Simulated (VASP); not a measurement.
Wanted: the native input for a VASP 6.6.1 run.

```yaml
Task: single point
Functional: r2SCAN
Potentials_or_basis: VASP PAW PBE potentials, release 64 (Na_pv, I)
Cutoff: 520 eV
k_mesh: 6 × 6 × 6
Occupations: gaussian, width 0.05 eV
Spin: no spin polarisation
Dipole_correction: no
Further_INCAR_settings: ALGO = Normal; EDIFF = 1e-07; NBANDS = 14
```

NaI:

```
Na I
1.0
     0.00000    3.23640    3.23640
     3.72186    0.00000    3.23640
     3.72186    3.23640    0.00000
Na I
1 1
Direct
  0.00000 0.00000 0.00000
  0.50000 0.50000 0.50000
```

This cell differs from its parent crystal: strain +0.1500 x Voigt [1, 0, 0, 0, 0, 0].

The input as run:

POSCAR

```
NaI
1.0
    0.0000000000      3.2364000000      3.2364000000
    3.7218600000      0.0000000000      3.2364000000
    3.7218600000      3.2364000000      0.0000000000
Na I
1 1
Direct
    0.0000000000      0.0000000000      0.0000000000
    0.5000000000      0.5000000000      0.5000000000
```

INCAR.step1

```
ALGO     = Normal         # electronic algorithm
EDIFF    = 1E-4           # SCF threshold, eV
ENCUT    = 520            # plane-wave cutoff, eV
GGA      = PE             # functional
ISMEAR   = 0              # smearing method
LASPH    = T              # aspherical terms in the spheres
LCHARG   = F              # write CHGCAR
LREAL    = F              # projectors in reciprocal space
LWAVE    = T              # write WAVECAR
NBANDS   = 14             # bands
NELM     = 80             # most SCF steps
PREC     = Accurate       # precision mode
SIGMA    = 0.05           # smearing width, eV
```

INCAR.step2

```
ALGO     = Normal         # electronic algorithm
EDIFF    = 1E-7           # SCF threshold, eV
ENCUT    = 520            # plane-wave cutoff, eV
ISIF     = 2              # what is computed and relaxed
ISMEAR   = 0              # smearing method
ISTART   = 1            
LASPH    = T              # aspherical terms in the spheres
LCHARG   = F              # write CHGCAR
LMIXTAU  = T            
LREAL    = F              # projectors in reciprocal space
LWAVE    = F              # write WAVECAR
METAGGA  = R2SCAN         # meta-GGA
NBANDS   = 14             # bands
NELM     = 80             # most SCF steps
PREC     = Accurate       # precision mode
SIGMA    = 0.05           # smearing width, eV
```

KPOINTS

```
k-points
0
Gamma
  6 6 6
```

Potentials or basis: VASP PAW PBE potentials, release 64 (Na_pv, I).

Launch:

```console
$ cat potpaw_PBE.64/Na_pv/POTCAR potpaw_PBE.64/I/POTCAR > POTCAR
$ cp INCAR.step1 INCAR
$ mpirun -np 1 vasp_std > vasp.out
$ cp INCAR.step2 INCAR
$ mpirun -np 1 vasp_std > vasp.out
```

It gave:

```yaml
Pressure: -1.3 GPa
Band_gap_on_the_k_mesh: 4.06 eV
```

Caveat: the cell differs from its parent crystal (strain +0.1500 x Voigt [1, 0, 0, 0, 0, 0]); the PAW data sets were made with another functional, which shifts forces and pressure a little; spin-orbit coupling is left out, which moves the levels of the heavy elements.

Wall time 4.2 min on 1 thread of Intel Xeon 8259CL, with other jobs on the host, peak memory 0.26 GiB.
